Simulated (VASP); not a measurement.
Input of a VASP 6.6.1 run:

POSCAR

```
CuS
1.0
    0.0000000000      2.3730223949      2.3730223949
    2.3730223949      0.0000000000      2.3730223949
    2.3730223949      2.3730223949      0.0000000000
Cu S
1 1
Direct
    0.0000000000      0.0000000000      0.0000000000
    0.5000000000      0.5000000000      0.5000000000
```

The input INCAR.step1:

```
PREC = Accurate
ENCUT = 520
ISMEAR = 0
SIGMA = 0.15
LREAL = F
LASPH = T
NELM = 80
NBANDS = 16
GGA = PE
ALGO = Normal
EDIFF = 1E-4
LWAVE = T
LCHARG = F
```

The input INCAR.step2:

```
PREC = Accurate
ENCUT = 520
EDIFF = 1E-7
ISMEAR = 0
SIGMA = 0.15
LREAL = F
LASPH = T
NELM = 80
ALGO = Normal
ISIF = 2
LWAVE = F
LCHARG = F
METAGGA = R2SCAN
LMIXTAU = T
NBANDS = 16
ISTART = 1
```

The input KPOINTS:

```
Automatic mesh
0
Gamma
  8 8 8
```

Potentials or basis: VASP PAW PBE potentials, release 64 (Cu, S).

Run with:

```sh
$ cat potpaw_PBE.64/Cu/POTCAR potpaw_PBE.64/S/POTCAR > POTCAR
$ cp INCAR.step1 INCAR
$ mpirun -np 1 vasp_std > vasp.out
$ cp INCAR.step2 INCAR
$ mpirun -np 1 vasp_std > vasp.out
```

Question: Estimate the pressure.

Answer: 9.7 GPa.

Caveat: the PAW data sets were made with another functional, which shifts forces and pressure a little.
